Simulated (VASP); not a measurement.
# Ca (I4/mmm) in VASP: notebook

The runs below take Ca through single point, with r2SCAN.

Everything below comes from runs of VASP 6.6.1. Logs are shortened: lines on timing, memory, paths and dates and some standing lists are left out, and cuts for length are marked.

### 1 The cell of the first run

Symmetry: I4/mmm, No. 139, tetragonal system. Conventional cell: a = 4.867 Å, b = 4.867 Å, c = 3.796 Å, α = 90.00°, β = 90.00°, γ = 90.00°. Within 5.0 Å of Ca (site symmetry 4/mmm) lie 14 Ca at 3.80 to 4.87 Å.

### 2 Single point, r2SCAN

Contents of POSCAR:

```
Ca
1.0
   -2.4334166995      2.4334166995      1.8980650256
    2.4334166995     -2.4334166995      1.8980650256
    2.4334166995      2.4334166995     -1.8980650256
Ca
1
Direct
    0.0000000000      0.0000000000      0.0000000000
```

Contents of INCAR.step1:

```
SYSTEM = Ca
PREC = Accurate
ENCUT = 520
ISMEAR = 0
SIGMA = 0.15
LREAL = .FALSE.
LASPH = .TRUE.
NELM = 60
NBANDS = 11
GGA = PE
ALGO = Normal
EDIFF = 1E-4
LWAVE = .TRUE.
LCHARG = .FALSE.
```

Contents of INCAR.step2:

```
SYSTEM = Ca
PREC = Accurate
ENCUT = 520
EDIFF = 1E-6
ISMEAR = 0
SIGMA = 0.15
LREAL = .FALSE.
LASPH = .TRUE.
NELM = 60
ALGO = Normal
ISIF = 2
LWAVE = .FALSE.
LCHARG = .FALSE.
METAGGA = R2SCAN
LMIXTAU = .TRUE.
NBANDS = 11
ISTART = 1
```

Contents of KPOINTS:

```
regular mesh
0
G
  16 16 16
  0 0 0
```

Potentials or basis: VASP PAW PBE potentials, release 64 (Ca_sv).

The run is started by

```bash
$ cat potpaw_PBE.64/Ca_sv/POTCAR > POTCAR
$ cp INCAR.step1 INCAR
$ mpirun -np 1 vasp_std > vasp.out
$ cp INCAR.step2 INCAR
$ mpirun -np 1 vasp_std > vasp.out
```

OUTCAR:

```text
SYSTEM = Ca
   PREC = Accurate
   ENCUT = 520
   EDIFF = 1E-6
   ISMEAR = 0
   LREAL = .FALSE.
   LASPH = .TRUE.
   NELM = 60
   ISIF = 2
   METAGGA = R2SCAN
   ISTART = 1

 ion  position               nearest neighbor table
   1  0.000  0.000  0.000-

  LATTYP: Found a body centered tetragonal cell.
 ALAT       =     4.8668333990
 C/A-ratio  =     0.7800000000

  Lattice vectors:

 A1 = (  -2.4334166995,   2.4334166995,   1.8980650256)
 A2 = (   2.4334166995,  -2.4334166995,   1.8980650256)
 A3 = (   2.4334166995,   2.4334166995,  -1.8980650256)

Analysis of symmetry for initial positions (statically):
=====================================================================
 Subroutine PRICEL returns:
 Original cell was already a primitive cell.

 Routine SETGRP: Setting up the symmetry group for a
 body centered tetragonal supercell.

 Subroutine GETGRP returns: Found 16 space group operations
 (whereof 16 operations were pure point group operations)
 out of a pool of 16 trial point group operations.

The static configuration has the point symmetry D_4h.

Analysis of symmetry for dynamics (positions and initial velocities):
=====================================================================
 Subroutine PRICEL returns:
 Original cell was already a primitive cell.

 Routine SETGRP: Setting up the symmetry group for a
 body centered tetragonal supercell.

 Subroutine GETGRP returns: Found 16 space group operations
 (whereof 16 operations were pure point group operations)
 out of a pool of 16 trial point group operations.

The dynamic configuration has the point symmetry D_4h.

 Subroutine INISYM returns: Found 16 space group operations
 (whereof 16 operations are pure point group operations),
 and found     1 'primitive' translations

----------------------------------------------------------------------------------------

                                     Primitive cell

  volume of cell :      44.9577

  direct lattice vectors                    reciprocal lattice vectors
    -2.433416699  2.433416699  1.898065026     0.000000000  0.205472413  0.263426170
     2.433416699 -2.433416699  1.898065026     0.205472413  0.000000000  0.263426170
     2.433416699  2.433416699 -1.898065026     0.205472413  0.205472413  0.000000000

  length of vectors
     3.930099809  3.930099809  3.930099809     0.334084210  0.334084210  0.290581873

  position of ions in fractional coordinates (direct lattice)
     0.000000000  0.000000000  0.000000000

  ion indices of the primitive-cell ions
   primitive index   ion index
                 1           1

----------------------------------------------------------------------------------------

 KPOINTS: regular mesh

Automatic generation of k-mesh.
 Grid dimensions read from file:
 generate k-points for:   16   16   16

 Generating k-lattice:

  Cartesian coordinates                     Fractional coordinates (reciprocal lattice)
     0.000000000  0.012842026  0.016464136     0.062500000 -0.000000000  0.000000000
     0.012842026  0.000000000  0.016464136    -0.000000000  0.062500000  0.000000000
     0.012842026  0.012842026  0.000000000     0.000000000  0.000000000  0.062500000

  Length of vectors
     0.020880263  0.020880263  0.018161367

  Shift w.r.t. Gamma in fractional coordinates (k-lattice)
     0.000000000  0.000000000  0.000000000

 Subroutine IBZKPT returns following result:
 ===========================================

 Found    349 irreducible k-points:

 Following reciprocal coordinates:
            Coordinates               Weight
  0.000000  0.000000  0.000000      1.000000
  0.062500  0.000000  0.000000      8.000000
  0.125000  0.000000  0.000000      8.000000
  0.187500  0.000000  0.000000      8.000000
  0.250000  0.000000  0.000000      8.000000
  0.312500  0.000000  0.000000      8.000000
[... 16 lines left out ...]
 -0.125000  0.062500  0.000000     16.000000
 -0.062500  0.062500  0.000000      4.000000
 [... further k-points ...]
   k-points           NKPTS =    349   k-points in BZ     NKDIM =    349   number of bands    NBANDS=     11
   number of dos      NEDOS =    301   number of ions     NIONS =      1
   total plane-waves  NPLWV =  27000
   dimension x,y,z NGX =    30 NGY =   30 NGZ =   30
   dimension x,y,z NGXF=    60 NGYF=   60 NGZF=   60
   ions per type =               1
   NGX,Y,Z   is equivalent  to a cutoff of  12.69, 12.69, 12.69 a.u.
   NGXF,Y,Z  is equivalent  to a cutoff of  25.38, 25.38, 25.38 a.u.
 SYSTEM =  Ca
   PREC   = accura    normal or accurate (medium, high low for compatibility)
   ISTART =      1    job   : 0-new  1-cont  2-samecut
   ICHARG =      0    charge: 1-file 2-atom 10-const
   ISPIN  =      1    spin polarized calculation?
   LNONCOLLINEAR =      F non collinear calculations
   LSORBIT =      F    spin-orbit coupling
   LASPH  =      T    aspherical Exc in radial PAW
   ENCUT  =  520.0 eV  38.22 Ry    6.18 a.u.   7.31  7.31  7.31*2*pi/ulx,y,z
   NELM   =     60;   NELMIN=  2; NELMDL=  0     # of ELM steps
   EDIFF  = 0.1E-05   stopping-criterion for ELM
   LREAL  =      F    real-space projection
   EDIFFG = 0.1E-04   stopping-criterion for IOM
   NSW    =      0    number of steps for IOM
   IBRION =     -1    ionic relax: 0-MD 1-quasi-New 2-CG
   NFREE  =      0    steps in history (QN), initial steepest desc. (CG)
   ISIF   =      2    stress and relaxation
   ISYM   =      2    0-nonsym 1-usesym 2-fastsym
   POTIM  = 0.5000    time-step for ionic-motion
   TEBEG  =    0.0;   TEEND  =   0.0 temperature during run
   PSTRESS=    0.0 pullay stress
   NELECT =      10.0000    total number of electrons
   NUPDOWN=      -1.0000    fix difference up-down
   EMIN   =  10.00;   EMAX   =-10.00  energy-range for DOS
   EFERMI =   0.00;   METHOD = LEGACY
   ISMEAR =     0;   SIGMA  =   0.15  broadening in eV -4-tet -1-fermi 0-gaus
   EFERMI_NEDOS =   21; number of points for ismear=-14 and -15
   IALGO  =     38    algorithm
   IMIX   =      4    mixing-type and parameters
     AMIX     =   0.40;   BMIX     =  1.00
     AMIX_MAG =   1.60;   BMIX_MAG =  1.00
  volume/ion in A,a.u.               =      44.96       303.39
  Fermi-wavevector in a.u.,A,eV,Ry     =   0.991913  1.874443 13.386649  0.983891
  Thomas-Fermi vector in A             =   2.123688
   LORBIT       =      0    0 simple, 1 ext, 2 COOP (PROOUT), +10 PAW based schemes
   METAGGA = R2SCAN    functional components
   LHFCALC =     F    Hartree Fock is set to
   AEXX    =    0.0000 exact exchange contribution
   IVDW    =     0    specifies the selected vdW correction
   LEPSILON=     F    determine dielectric tensor
   LRPA    =     F    only Hartree local field effects (RPA)
 non-spin polarized calculation
 Gauss-broadening in eV      SIGMA  =   0.15
  energy-cutoff  :      520.00
  volume of cell :       44.96
 maximum number of plane-waves:      1228
 NGX is ok and might be reduce to    30
   NGX = 15   NGY = 15   NGZ = 15

 number of electron      10.0000002 magnetization

 Free energy of the ion-electron system (eV)
  ---------------------------------------------------
  ext. energy  EPLUGINS =         0.00000000
  ---------------------------------------------------
  free energy    TOTEN  =        -6.96955496 eV

  energy without entropy =       -6.95916772  energy(sigma->0) =       -6.96436134

 E-fermi :   1.7824     XC(G=0):  -8.0098

 val. band max:        1.7723284553   @ k =   0.3125   0.3125   0.0625
 cond. band min:       1.7839497911   @ k =  -0.2500  -0.3750   0.0625
 fundamental gap:      0.0116213359
 Fermi energy:         1.7824409905

 k-point     1 :       0.0000    0.0000    0.0000
  band No.  band energies     occupation
      1     -42.1979      2.00000
      2     -22.2369      2.00000
      3     -22.2262      2.00000
      4     -22.2262      2.00000
      5      -2.4172      2.00000
      6       3.6514      0.00000
      7       4.4378      0.00000
      8       4.9610      0.00000
      9       4.9610      0.00000
     10       5.8815      0.00000
     11      10.9783      0.00000

 k-point     2 :       0.0625    0.0000    0.0000
  band No.  band energies     occupation
      1     -42.1972      2.00000
      2     -22.2419      2.00000
      3     -22.2276      2.00000
      4     -22.2275      2.00000
      5      -2.3368      2.00000
      6       3.6690      0.00000
      7       4.4568      0.00000
      8       4.9070      0.00000
      9       4.9161      0.00000
     10       5.8361      0.00000
     11      11.0379      0.00000

 k-point     3 :       0.1250    0.0000    0.0000
  band No.  band energies     occupation
      1     -42.1955      2.00000
      2     -22.2573      2.00000
      3     -22.2313      2.00000
      4     -22.2304      2.00000
      5      -2.0986      2.00000
      6       3.6945      0.00000
      7       4.4206      0.00000
      8       4.8329      0.00000
      9       4.8451      0.00000
     10       5.7288      0.00000
     11      11.0827      0.00000

 k-point     4 :       0.1875    0.0000    0.0000
  band No.  band energies     occupation
      1     -42.1929      2.00000
      2     -22.2809      2.00000
      3     -22.2369      2.00000
      4     -22.2340      2.00000
      5      -1.7119      2.00000
      6       3.6521      0.00000
      7       4.1538      0.00000
      8       4.8404      0.00000
      9       4.9779      0.00000
     10       5.6071      0.00000
     11      10.8880      0.00000
[... 239 lines left out ...]
 k-point    22 :      -0.1875    0.0625    0.0000
  band No.  band energies     occupation
      1     -42.1946      2.00000
      2     -22.2627      2.00000
      3     -22.2388      2.00000
      4     -22.2301      2.00000
      5      -1.9236      2.00000
      6       3.5997      0.00000
      7       4.2850      0.00000
      8       4.7787      0.00000
      9       5.0473      0.00000
     10       5.6919      0.00000
     11      10.4154      0.00000

 k-point    23 :      -0.1250    0.0625    0.0000
  band No.  band energies     occupation
      1     -42.1966      2.00000
      2     -22.2449      2.00000
      3     -22.2344      2.00000
      4     -22.2270      2.00000
      5      -2.2177      2.00000
      6       3.6295      0.00000
      7       4.3723      0.00000
      8       4.8676      0.00000
      9       5.0154      0.00000
     10       5.7880      0.00000
     11      10.5733      0.00000

 k-point    24 :      -0.0625    0.0625    0.0000
  band No.  band energies     occupation
      1     -42.1975      2.00000
      2     -22.2377      2.00000
      3     -22.2305      2.00000
      4     -22.2259      2.00000
      5      -2.3571      2.00000
      6       3.6382      0.00000
      7       4.3971      0.00000
      8       4.9417      0.00000
      9       5.0010      0.00000
     10       5.8506      0.00000
     11      10.7477      0.00000

 [... further k-points ...]
[... 5 lines left out ...]
  --------------------------------------------------------------------------------------
  -------------------------------------------------------------------------------------
  Total       -0.4655277     -0.4655277      0.5416571      0.0000000      0.0000000     -0.0000000
  in kB      -16.5902170    -16.5902170     19.3032741      0.0000000      0.0000000     -0.0000000
  external PRESSURE =      -4.6257200 kB  Pullay stress =       0.0000000 kB

 VOLUME and BASIS-vectors are now :
 -----------------------------------------------------------------------------
  energy-cutoff  :      520.00
  volume of cell :       44.96
      direct lattice vectors                 reciprocal lattice vectors
    -2.433416699  2.433416699  1.898065026     0.000000000  0.205472413  0.263426170
     2.433416699 -2.433416699  1.898065026     0.205472413  0.000000000  0.263426170
     2.433416699  2.433416699 -1.898065026     0.205472413  0.205472413  0.000000000

 POSITION                                       TOTAL-FORCE (eV/Angst)
 -----------------------------------------------------------------------------------
      0.00000      0.00000      0.00000         0.000000     -0.000000      0.000000
 -----------------------------------------------------------------------------------
    total drift:                               -0.000000     -0.000000      0.000000

  FREE ENERGIE OF THE ION-ELECTRON SYSTEM (eV)
  ---------------------------------------------------
  free  energy   TOTEN  =        -6.9695549572 eV

  energy  without entropy=       -6.9591677183  energy(sigma->0) =       -6.96436134
```

It took 4.5 min on 1 thread of Intel Xeon 6975P-C (Granite Rapids), shared host; peak memory 0.31 GiB.

Results:

* Free energy: -6.9696 eV
* Pressure: -0.5 GPa
* Band gap on the k mesh: zero (bands 5 and 6 overlap by 1.08 eV)

Stress tensor (GPa, compression positive):
```
-1.66  0.00  0.00
 0.00 -1.66  0.00
 0.00  0.00  1.93
```

Caveat: the PAW data sets were made with another functional, which shifts forces and pressure a little.

### 3 Single point, r2SCAN

Contents of POSCAR:

```
Ca
1.0
   -2.0524231326      2.0524231326      2.6681500724
    2.0524231326     -2.0524231326      2.6681500724
    2.0524231326      2.0524231326     -2.6681500724
Ca
1
Direct
    0.0000000000      0.0000000000      0.0000000000
```

Contents of INCAR.step1:

```
SYSTEM = Ca
PREC = Accurate ; ENCUT = 520
ISMEAR = 0 ; SIGMA = 0.15
LREAL = .FALSE. ; LASPH = .TRUE.
NELM = 80 ; NBANDS = 11
GGA = PE ; ALGO = Normal
EDIFF = 1E-4 ; LWAVE = .TRUE.
LCHARG = .FALSE.
```

Contents of INCAR.step2:

```
SYSTEM = Ca
PREC = Accurate ; ENCUT = 520
EDIFF = 1E-7 ; ISMEAR = 0
SIGMA = 0.15 ; LREAL = .FALSE.
LASPH = .TRUE. ; NELM = 80
ALGO = Normal ; ISIF = 2
LWAVE = .FALSE. ; LCHARG = .TRUE.
METAGGA = R2SCAN ; LMIXTAU = .TRUE.
LELF = .TRUE. ; LVHAR = .TRUE.
NBANDS = 11 ; ISTART = 1
```

Contents of KPOINTS:

```
Automatic mesh
0
G
  16 16 16
  0 0 0
```

Potentials or basis: VASP PAW PBE potentials, release 64 (Ca_sv).

The run is started by

```bash
$ cat potpaw_PBE.64/Ca_sv/POTCAR > POTCAR
$ cp INCAR.step1 INCAR
$ mpirun -np 1 vasp_std > vasp.out
$ cp INCAR.step2 INCAR
$ mpirun -np 1 vasp_std > vasp.out
```

It took 5.5 min on 1 thread of Intel Xeon 6975P-C (Granite Rapids), shared host; peak memory 0.3 GiB.

It converged, with:

| Item | Value |
| --- | --- |
| Free energy | -7.0326 eV |
| Pressure | -0.7 GPa |
| Band gap on the k mesh | zero (bands 5 and 6 overlap by 0.63 eV) |

Stress tensor (GPa, compression positive):
```
-0.76  0.00  0.00
 0.00 -0.76  0.00
 0.00  0.00 -0.44
```

Levels at points of the mesh, in eV from the Fermi level:
```csv
k point,band 2,band 3,band 4,band 5,band 6,band 7,band 8,band 9
"(0.00, 0.00, 0.00)",-23.98,-23.98,-23.97,-4.18,2.51,2.51,2.86,3.42
"(0.50, 0.00, 0.00)",-24.09,-24.00,-23.98,-0.92,-0.32,2.24,2.72,4.22
"(0.50, 0.50, 0.00)",-24.09,-24.02,-24.00,-0.45,0.55,0.88,4.26,4.35
"(0.50, 0.50, 0.50)",-24.08,-24.03,-24.03,-0.18,0.64,1.44,4.31,4.51
```

Caveat: the PAW data sets were made with another functional, which shifts forces and pressure a little.

[end of part 1 of 2]
